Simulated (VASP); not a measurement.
# SrO (I4/mmm) in VASP: notebook

Runs on SrO. Level: r2SCAN. Tasks: single point.

Everything below comes from runs of VASP 6.6.1. Logs are shortened: lines on timing, memory, paths and dates and some standing lists are left out, and cuts for length are marked.

### 1 The cell of the first run

The structure is tetragonal, space group I4/mmm (No. 139). Conventional cell: a = 3.725 Å, b = 3.725 Å, c = 5.011 Å, α = 90.00°, β = 90.00°, γ = 90.00°. Within 3.3 Å of Sr (site symmetry 4/mmm) lie 6 O at 2.51 to 2.63 Å. O (site symmetry 4/mmm) has 6 Sr at 2.51 to 2.63 Å within 3.3 Å.

### 2 Single point, r2SCAN (strain +0.025 along x and y, -0.025 along z)

Input file POSCAR:

```
SrO
1.0
    0.0000000000      2.6340450000      2.5055550000
    2.6340450000      0.0000000000      2.5055550000
    2.6340450000      2.6340450000      0.0000000000
Sr O
1 1
Direct
    0.0000000000      0.0000000000      0.0000000000
    0.5000000000      0.5000000000      0.5000000000
```

Input file INCAR.step1:

```
ALGO = Normal ; EDIFF = 1E-4
ENCUT = 520 ; GGA = PE
ISMEAR = 0 ; LASPH = T
LCHARG = F ; LREAL = F
LWAVE = T ; NBANDS = 15
NELM = 60 ; PREC = Accurate
SIGMA = 0.05
```

Input file INCAR.step2:

```
ALGO = Normal ; EDIFF = 1E-6
ENCUT = 520 ; ISIF = 2
ISMEAR = 0 ; ISTART = 1
LASPH = T ; LCHARG = F
LMIXTAU = T ; LREAL = F
LWAVE = F ; METAGGA = R2SCAN
NBANDS = 15 ; NELM = 60
PREC = Accurate ; SIGMA = 0.05
```

Input file KPOINTS:

```
k-points
0
Gamma
  8 8 8
```

Potentials or basis: VASP PAW PBE potentials, release 64 (Sr_sv, O).

Run with:

```console
$ cat potpaw_PBE.64/Sr_sv/POTCAR potpaw_PBE.64/O/POTCAR > POTCAR
$ cp INCAR.step1 INCAR
$ mpirun -np 1 vasp_std > vasp.out
$ cp INCAR.step2 INCAR
$ mpirun -np 1 vasp_std > vasp.out
```

OUTCAR:

```text
EDIFF = 1E-6
   ENCUT = 520
   ISIF = 2
   ISMEAR = 0
   ISTART = 1
   LASPH = T
   LREAL = F
   METAGGA = R2SCAN
   NELM = 60
   PREC = Accurate

 ion  position               nearest neighbor table
   1  0.000  0.000  0.000-   2 2.51   2 2.51   2 2.63   2 2.63   2 2.63   2 2.63
   2  0.500  0.500  0.500-   1 2.51   1 2.51   1 2.63   1 2.63   1 2.63   1 2.63

  LATTYP: Found a body centered tetragonal cell.
 ALAT       =     3.7251021629
 C/A-ratio  =     1.3452275349

  Lattice vectors:

 A1 = (   0.0000000000,  -2.6340450000,  -2.5055550000)
 A2 = (   0.0000000000,   2.6340450000,  -2.5055550000)
 A3 = (   2.6340450000,   0.0000000000,   2.5055550000)

Analysis of symmetry for initial positions (statically):
=====================================================================
 Subroutine PRICEL returns:
 Original cell was already a primitive cell.

 Routine SETGRP: Setting up the symmetry group for a
 body centered tetragonal supercell.

 Subroutine GETGRP returns: Found 16 space group operations
 (whereof 16 operations were pure point group operations)
 out of a pool of 16 trial point group operations.

The static configuration has the point symmetry D_4h.

Analysis of symmetry for dynamics (positions and initial velocities):
=====================================================================
 Subroutine PRICEL returns:
 Original cell was already a primitive cell.

 Routine SETGRP: Setting up the symmetry group for a
 body centered tetragonal supercell.

 Subroutine GETGRP returns: Found 16 space group operations
 (whereof 16 operations were pure point group operations)
 out of a pool of 16 trial point group operations.

The dynamic configuration has the point symmetry D_4h.

 Subroutine INISYM returns: Found 16 space group operations
 (whereof 16 operations are pure point group operations),
 and found     1 'primitive' translations

----------------------------------------------------------------------------------------

                                     Primitive cell

  volume of cell :      34.7680

  direct lattice vectors                    reciprocal lattice vectors
     0.000000000  2.634045000  2.505555000    -0.189822118  0.189822118  0.199556585
     2.634045000  0.000000000  2.505555000     0.189822118 -0.189822118  0.199556585
     2.634045000  2.634045000  0.000000000     0.189822118  0.189822118 -0.199556585

  length of vectors
     3.635381537  3.635381537  3.725102163     0.334496193  0.334496193  0.334496193

  position of ions in fractional coordinates (direct lattice)
     0.000000000  0.000000000  0.000000000
     0.500000000  0.500000000  0.500000000

  ion indices of the primitive-cell ions
   primitive index   ion index
                 1           1
                 2           2

----------------------------------------------------------------------------------------

 KPOINTS: k-points

Automatic generation of k-mesh.
 Grid dimensions read from file:
 generate k-points for:    8    8    8

 Generating k-lattice:

  Cartesian coordinates                     Fractional coordinates (reciprocal lattice)
    -0.023727765  0.023727765  0.024944573     0.125000000  0.000000000  0.000000000
     0.023727765 -0.023727765  0.024944573     0.000000000  0.125000000  0.000000000
     0.023727765  0.023727765 -0.024944573     0.000000000  0.000000000  0.125000000

  Length of vectors
     0.041812024  0.041812024  0.041812024

  Shift w.r.t. Gamma in fractional coordinates (k-lattice)
     0.000000000  0.000000000  0.000000000

 Subroutine IBZKPT returns following result:
 ===========================================

 Found     59 irreducible k-points:

 Following reciprocal coordinates:
            Coordinates               Weight
  0.000000  0.000000  0.000000      1.000000
  0.125000  0.000000  0.000000      8.000000
  0.250000  0.000000  0.000000      8.000000
  0.375000  0.000000  0.000000      8.000000
  0.500000  0.000000  0.000000      4.000000
  0.125000  0.125000  0.000000      2.000000
[... 16 lines left out ...]
  0.250000  0.000000  0.125000     16.000000
  0.375000  0.000000  0.125000     16.000000
 [... further k-points ...]
   k-points           NKPTS =     59   k-points in BZ     NKDIM =     59   number of bands    NBANDS=     15
   number of dos      NEDOS =    301   number of ions     NIONS =      2
   total plane-waves  NPLWV =  21952
   dimension x,y,z NGX =    28 NGY =   28 NGZ =   28
   dimension x,y,z NGXF=    56 NGYF=   56 NGZF=   56
   ions per type =               1   1
   NGX,Y,Z   is equivalent  to a cutoff of  12.80, 12.80, 12.50 a.u.
   NGXF,Y,Z  is equivalent  to a cutoff of  25.61, 25.61, 24.99 a.u.
 SYSTEM =  unknown system
   PREC   = accura    normal or accurate (medium, high low for compatibility)
   ISTART =      1    job   : 0-new  1-cont  2-samecut
   ICHARG =      0    charge: 1-file 2-atom 10-const
   ISPIN  =      1    spin polarized calculation?
   LNONCOLLINEAR =      F non collinear calculations
   LSORBIT =      F    spin-orbit coupling
   LASPH  =      T    aspherical Exc in radial PAW
   ENCUT  =  520.0 eV  38.22 Ry    6.18 a.u.   6.76  6.76  6.93*2*pi/ulx,y,z
   NELM   =     60;   NELMIN=  2; NELMDL=  0     # of ELM steps
   EDIFF  = 0.1E-05   stopping-criterion for ELM
   LREAL  =      F    real-space projection
   EDIFFG = 0.1E-04   stopping-criterion for IOM
   NSW    =      0    number of steps for IOM
   IBRION =     -1    ionic relax: 0-MD 1-quasi-New 2-CG
   NFREE  =      0    steps in history (QN), initial steepest desc. (CG)
   ISIF   =      2    stress and relaxation
   ISYM   =      2    0-nonsym 1-usesym 2-fastsym
   POTIM  = 0.5000    time-step for ionic-motion
   TEBEG  =    0.0;   TEEND  =   0.0 temperature during run
   PSTRESS=    0.0 pullay stress
   NELECT =      16.0000    total number of electrons
   NUPDOWN=      -1.0000    fix difference up-down
   EMIN   =  10.00;   EMAX   =-10.00  energy-range for DOS
   EFERMI =   0.00;   METHOD = LEGACY
   ISMEAR =     0;   SIGMA  =   0.05  broadening in eV -4-tet -1-fermi 0-gaus
   EFERMI_NEDOS =   21; number of points for ismear=-14 and -15
   IALGO  =     38    algorithm
   IMIX   =      4    mixing-type and parameters
     AMIX     =   0.40;   BMIX     =  1.00
     AMIX_MAG =   1.60;   BMIX_MAG =  1.00
  volume/ion in A,a.u.               =      17.38       117.31
  Fermi-wavevector in a.u.,A,eV,Ry     =   1.263925  2.388472 21.735402  1.597507
  Thomas-Fermi vector in A             =   2.397257
   LORBIT       =      0    0 simple, 1 ext, 2 COOP (PROOUT), +10 PAW based schemes
   METAGGA = R2SCAN    functional components
   LHFCALC =     F    Hartree Fock is set to
   AEXX    =    0.0000 exact exchange contribution
   IVDW    =     0    specifies the selected vdW correction
   LEPSILON=     F    determine dielectric tensor
   LRPA    =     F    only Hartree local field effects (RPA)
 non-spin polarized calculation
 Gauss-broadening in eV      SIGMA  =   0.05
  energy-cutoff  :      520.00
  volume of cell :       34.77
 maximum number of plane-waves:       954
   NGX = 13   NGY = 13   NGZ = 13

 number of electron      16.0000001 magnetization

 Free energy of the ion-electron system (eV)
  ---------------------------------------------------
  ext. energy  EPLUGINS =         0.00000000
  ---------------------------------------------------
  free energy    TOTEN  =       -27.03049663 eV

  energy without entropy =      -27.03049663  energy(sigma->0) =      -27.03049663

 E-fermi :   1.5827     XC(G=0): -10.4656

 val. band max:        1.3627007080   @ k =   0.0000   0.0000   0.0000
 cond. band min:       4.8630674549   @ k =   0.5000   0.5000   0.0000
 fundamental gap:      3.5003667469
 Fermi energy:         1.5826644549

 k-point     1 :       0.0000    0.0000    0.0000
  band No.  band energies     occupation
      1     -32.3049      2.00000
      2     -14.7675      2.00000
      3     -13.3666      2.00000
      4     -13.3666      2.00000
      5     -13.3294      2.00000
      6       1.1817      2.00000
      7       1.1817      2.00000
      8       1.3627      2.00000
      9       5.6691      0.00000
     10       7.8622      0.00000
     11       7.8622      0.00000
     12       8.2172      0.00000
     13       9.8983      0.00000
     14      10.6701      0.00000
     15      14.4411      0.00000

 k-point     2 :       0.1250    0.0000    0.0000
  band No.  band energies     occupation
      1     -32.2866      2.00000
      2     -15.0594      2.00000
      3     -13.3832      2.00000
      4     -13.3563      2.00000
      5     -13.0961      2.00000
      6       0.8054      2.00000
      7       1.0047      2.00000
      8       1.1195      2.00000
      9       6.3380      0.00000
     10       7.7984      0.00000
     11       8.1846      0.00000
     12       8.4059      0.00000
     13      10.2865      0.00000
     14      11.0860      0.00000
     15      15.4394      0.00000

 k-point     3 :       0.2500    0.0000    0.0000
  band No.  band energies     occupation
      1     -32.2419      2.00000
      2     -15.5663      2.00000
      3     -13.4230      2.00000
      4     -13.3720      2.00000
      5     -12.6899      2.00000
      6       0.0296      2.00000
      7       0.6192      2.00000
      8       0.6694      2.00000
      9       7.6860      0.00000
     10       7.9009      0.00000
     11       9.0528      0.00000
     12       9.1687      0.00000
     13      11.2762      0.00000
     14      12.1107      0.00000
     15      17.3899      0.00000
[... 343 lines left out ...]
 k-point    23 :       0.2500    0.0000    0.1250
  band No.  band energies     occupation
      1     -32.2473      2.00000
      2     -15.3623      2.00000
      3     -13.4468      2.00000
      4     -13.4174      2.00000
      5     -12.9060      2.00000
      6       0.0541      2.00000
      7       0.8658      2.00000
      8       1.0492      2.00000
      9       6.9919      0.00000
     10       7.5024      0.00000
     11       9.2471      0.00000
     12       9.4998      0.00000
     13      11.1605      0.00000
     14      11.6746      0.00000
     15      17.3365      0.00000

 k-point    24 :       0.3750    0.0000    0.1250
  band No.  band energies     occupation
      1     -32.2024      2.00000
      2     -15.7451      2.00000
      3     -13.5000      2.00000
      4     -13.4476      2.00000
      5     -12.6408      2.00000
      6      -0.3215      2.00000
      7       0.4281      2.00000
      8       0.6194      2.00000
      9       7.3804      0.00000
     10       8.7644      0.00000
     11      10.1470      0.00000
     12      10.4112      0.00000
     13      12.3032      0.00000
     14      12.6891      0.00000
     15      17.3966      0.00000

 [... further k-points ...]
[... 5 lines left out ...]
  --------------------------------------------------------------------------------------
  -------------------------------------------------------------------------------------
  Total       -0.5432391     -0.5432391      1.0360291      0.0000000      0.0000000     -0.0000000
  in kB      -25.0334835    -25.0334835     47.7421778      0.0000000      0.0000000     -0.0000000
  external PRESSURE =      -0.7749297 kB  Pullay stress =       0.0000000 kB

 VOLUME and BASIS-vectors are now :
 -----------------------------------------------------------------------------
  energy-cutoff  :      520.00
  volume of cell :       34.77
      direct lattice vectors                 reciprocal lattice vectors
     0.000000000  2.634045000  2.505555000    -0.189822118  0.189822118  0.199556585
     2.634045000  0.000000000  2.505555000     0.189822118 -0.189822118  0.199556585
     2.634045000  2.634045000  0.000000000     0.189822118  0.189822118 -0.199556585

 POSITION                                       TOTAL-FORCE (eV/Angst)
 -----------------------------------------------------------------------------------
      0.00000      0.00000      0.00000        -0.000000      0.000000      0.000000
      2.63404      2.63404      2.50556         0.000000     -0.000000     -0.000000
 -----------------------------------------------------------------------------------
    total drift:                                0.000000      0.000000      0.000000

  FREE ENERGIE OF THE ION-ELECTRON SYSTEM (eV)
  ---------------------------------------------------
  free  energy   TOTEN  =       -27.0304966303 eV

  energy  without entropy=      -27.0304966303  energy(sigma->0) =      -27.03049663
```

Run time: 2.5 min. Hardware: 1 thread of AMD EPYC 7R43 (Zen 3), shared host; peak memory 0.15 GiB.

What came out:

- Free energy: -27.0305 eV
- Pressure: -0.1 GPa
- Band gap on the k mesh: 3.50 eV, indirect (least direct gap 3.79 eV)

Caveat: the cell differs from its parent crystal (strain +0.025 along x and y, -0.025 along z); the PAW data sets were made with another functional, which shifts forces and pressure a little. A k mesh can miss the band edges.

### 3 Single point, r2SCAN (strain +0.050 along x and y, -0.050 along z)

Input file POSCAR:

```
SrO
1.0
    0.0000000000      2.6982900000      2.4413100000
    2.6982900000      0.0000000000      2.4413100000
    2.6982900000      2.6982900000      0.0000000000
Sr O
1 1
Direct
    0.0000000000      0.0000000000      0.0000000000
    0.5000000000      0.5000000000      0.5000000000
```

Input file INCAR.step1:

```
  PREC = Accurate
  ENCUT = 520
  ISMEAR = 0
  SIGMA = 0.05
  LREAL = F
  LASPH = T
  NELM = 100
  NBANDS = 15
  GGA = PE
  ALGO = Normal
  EDIFF = 1E-4
  LWAVE = T
  LCHARG = F
```

Input file INCAR.step2:

```
  PREC = Accurate
  ENCUT = 520
  EDIFF = 1E-6
  ISMEAR = 0
  SIGMA = 0.05
  LREAL = F
  LASPH = T
  NELM = 100
  ALGO = Normal
  ISIF = 2
  LWAVE = F
  LCHARG = T
  METAGGA = R2SCAN
  LMIXTAU = T
  LELF = T
  LVHAR = T
  NBANDS = 15
  ISTART = 1
```

Input file KPOINTS:

```
Automatic mesh
0
Gamma
  8 8 8
```

Potentials or basis: VASP PAW PBE potentials, release 64 (Sr_sv, O).

Run with:

```console
$ cat potpaw_PBE.64/Sr_sv/POTCAR potpaw_PBE.64/O/POTCAR > POTCAR
$ cp INCAR.step1 INCAR
$ mpirun -np 1 vasp_std > vasp.out
$ cp INCAR.step2 INCAR
$ mpirun -np 1 vasp_std > vasp.out
```

It took 2.4 min on 1 thread of AMD EPYC 7R43 (Zen 3), shared host; peak memory 0.15 GiB.

It converged, with:

```yaml
Free_energy: -26.9495 eV
Pressure: -0.4 GPa
Band_gap_on_the_k_mesh: 3.25 eV, indirect (least direct gap 3.56 eV)
```

Stress tensor (GPa, compression positive):
```
-5.27  0.00  0.00
 0.00 -5.27  0.00
 0.00  0.00  9.27
```

Levels at points of the mesh, in eV from the valence-band top:
```tsv
k point	band 4	band 5	band 6	band 7	band 8	band 9	band 10	band 11	band 12	band 13
(0.00, 0.00, 0.00)	-14.96	-14.90	-0.38	-0.38	0.00	3.86	6.25	6.25	6.93	7.98
(0.50, 0.00, 0.00)	-14.99	-13.73	-2.31	-1.38	-1.34	6.62	8.37	8.94	9.12	11.57
(0.50, 0.50, 0.00)	-15.36	-15.36	-0.51	-0.51	-0.32	3.25	8.06	10.35	10.65	11.07
(0.50, 0.00, 0.50)	-15.24	-15.15	-0.94	-0.50	-0.06	3.69	7.74	10.19	10.52	10.57
```

Caveat: the cell differs from its parent crystal (strain +0.050 along x and y, -0.050 along z); the PAW data sets were made with another functional, which shifts forces and pressure a little. A k mesh can miss the band edges.

### 4 Single point, r2SCAN (strain +0.050 along x and y, -0.025 along z)

Input file POSCAR:

```
SrO
1.0
    0.0000000000      2.6982900000      2.5055550000
    2.6982900000      0.0000000000      2.5055550000
    2.6982900000      2.6982900000      0.0000000000
Sr O
1 1
Direct
    0.0000000000      0.0000000000      0.0000000000
    0.5000000000      0.5000000000      0.5000000000
```

Input file INCAR.step1:

```
PREC = Accurate
ENCUT = 520
ISMEAR = 0
SIGMA = 0.05
LREAL = False
LASPH = True
NELM = 60
NBANDS = 15
GGA = PE
ALGO = Normal
EDIFF = 1E-4
LWAVE = True
LCHARG = False
```

Input file INCAR.step2:

```
PREC = Accurate
ENCUT = 520
EDIFF = 1E-7
ISMEAR = 0
SIGMA = 0.05
LREAL = False
LASPH = True
NELM = 60
ALGO = Normal
ISIF = 2
LWAVE = False
LCHARG = True
METAGGA = R2SCAN
LMIXTAU = True
LELF = True
LVHAR = True
NBANDS = 15
ISTART = 1
```

KPOINTS is that of step 3.

Run with:

```console
$ cat potpaw_PBE.64/Sr_sv/POTCAR potpaw_PBE.64/O/POTCAR > POTCAR
$ cp INCAR.step1 INCAR
$ mpirun -np 1 vasp_std > vasp.out
$ cp INCAR.step2 INCAR
$ mpirun -np 1 vasp_std > vasp.out
```

Wall time 2.7 min (1 thread of AMD EPYC 7R43 (Zen 3), shared host); peak memory 0.15 GiB.

Results (log left out):

* Free energy: -26.9829 eV
* Pressure: -3.5 GPa
* Band gap on the k mesh: 3.42 eV, indirect (least direct gap 3.81 eV)

Stress tensor (GPa, compression positive):
```
-6.38  0.00  0.00
 0.00 -6.38  0.00
 0.00  0.00  2.26
```

Levels at points of the mesh, in eV from the valence-band top:
```tsv
k point	band 6	band 7	band 8	band 9	band 10	band 11
(0.00, 0.00, 0.00)	-0.24	-0.24	0.00	3.88	6.32	6.32
(0.50, 0.00, 0.00)	-2.16	-1.20	-1.18	6.62	8.29	8.88
(0.50, 0.50, 0.00)	-0.40	-0.38	-0.38	3.42	7.90	10.27
(0.50, 0.00, 0.50)	-0.82	-0.37	-0.09	3.73	7.73	10.14
```

Caveat: the cell differs from its parent crystal (strain +0.050 along x and y, -0.025 along z); the PAW data sets were made with another functional, which shifts forces and pressure a little. A k mesh can miss the band edges.

### 5 Single point, r2SCAN (strain +0.050 along x and y, +0.000 along z)

Input file POSCAR:

```
SrO
1.0
    0.0000000000      2.6982900000      2.5698000000
    2.6982900000      0.0000000000      2.5698000000
    2.6982900000      2.6982900000      0.0000000000
Sr O
1 1
Direct
    0.0000000000      0.0000000000      0.0000000000
    0.5000000000      0.5000000000      0.5000000000
```

Input file INCAR.step1:

```
SYSTEM = SrO
PREC = Accurate
ENCUT = 520
ISMEAR = 0
SIGMA = 0.05
LREAL = .FALSE.
LASPH = .TRUE.
NELM = 80
NBANDS = 15
GGA = PE
ALGO = Normal
EDIFF = 1E-4
LWAVE = .TRUE.
LCHARG = .FALSE.
```

Input file INCAR.step2:

```
SYSTEM = SrO
PREC = Accurate
ENCUT = 520
EDIFF = 1E-7
ISMEAR = 0
SIGMA = 0.05
LREAL = .FALSE.
LASPH = .TRUE.
NELM = 80
ALGO = Normal
ISIF = 2
LWAVE = .FALSE.
LCHARG = .FALSE.
METAGGA = R2SCAN
LMIXTAU = .TRUE.
NBANDS = 15
ISTART = 1
```

Input file KPOINTS:

```
regular mesh
0
G
  8 8 8
  0 0 0
```

Run with:

```console
$ cat potpaw_PBE.64/Sr_sv/POTCAR potpaw_PBE.64/O/POTCAR > POTCAR
$ cp INCAR.step1 INCAR
$ mpirun -np 1 vasp_std > vasp.out
$ cp INCAR.step2 INCAR
$ mpirun -np 1 vasp_std > vasp.out
```

It took 2.5 min on 1 thread of AMD EPYC 7R43 (Zen 3), shared host; peak memory 0.15 GiB.

It converged, with:

* Free energy: -26.9811 eV
* Pressure: -5.9 GPa
* Band gap on the k mesh: 3.56 eV, indirect (least direct gap 3.84 eV)

Stress tensor (GPa, compression positive):
```
-7.37  0.00  0.00
 0.00 -7.37  0.00
 0.00  0.00 -2.85
```

Levels at points of the mesh, in eV from the valence-band top:
| k point | band 6 | band 7 | band 8 | band 9 | band 10 | band 11 |
| --- | --- | --- | --- | --- | --- | --- |
| (0.00, 0.00, 0.00) | -0.13 | -0.13 | 0.00 | 3.84 | 6.36 | 6.36 |
| (0.50, 0.00, 0.00) | -2.04 | -1.07 | -1.05 | 6.59 | 8.19 | 8.81 |
| (0.50, 0.50, 0.00) | -0.48 | -0.29 | -0.29 | 3.56 | 7.75 | 10.17 |
| (0.50, 0.00, 0.50) | -0.74 | -0.28 | -0.12 | 3.75 | 7.67 | 10.06 |

Caveat: the cell differs from its parent crystal (strain +0.050 along x and y, +0.000 along z); the PAW data sets were made with another functional, which shifts forces and pressure a little.

### 6 Overview

| cell | gap on the mesh (eV) | pressure (GPa) |
| --- | --- | --- |
| a = 3.635, b = 3.635, c = 3.725 Å, angles 59.2, 59.2, 61.6°, 2 atoms | 3.50 | -0.1 |
| a = 3.639, b = 3.639, c = 3.816 Å, angles 58.4, 58.4, 63.2°, 2 atoms | 3.25 | -0.4 |
| a = 3.682, b = 3.682, c = 3.816 Å, angles 58.8, 58.8, 62.4°, 2 atoms | 3.42 | -3.5 |
| a = 3.726, b = 3.726, c = 3.816 Å, angles 59.2, 59.2, 61.6°, 2 atoms | 3.56 | -5.9 |

Alike in all rows: task single point; level r2SCAN; potentials or basis VASP PAW PBE potentials, release 64 (Sr_sv, O); no spin polarisation; k mesh 8 × 8 × 8; cutoff (eV) 520; smearing gaussian 0.05 eV.

Caveats: the PAW data sets were made with another functional, which shifts forces and pressure a little.

Total energies depend on the potentials used, so only differences within one code and one set of settings carry meaning.
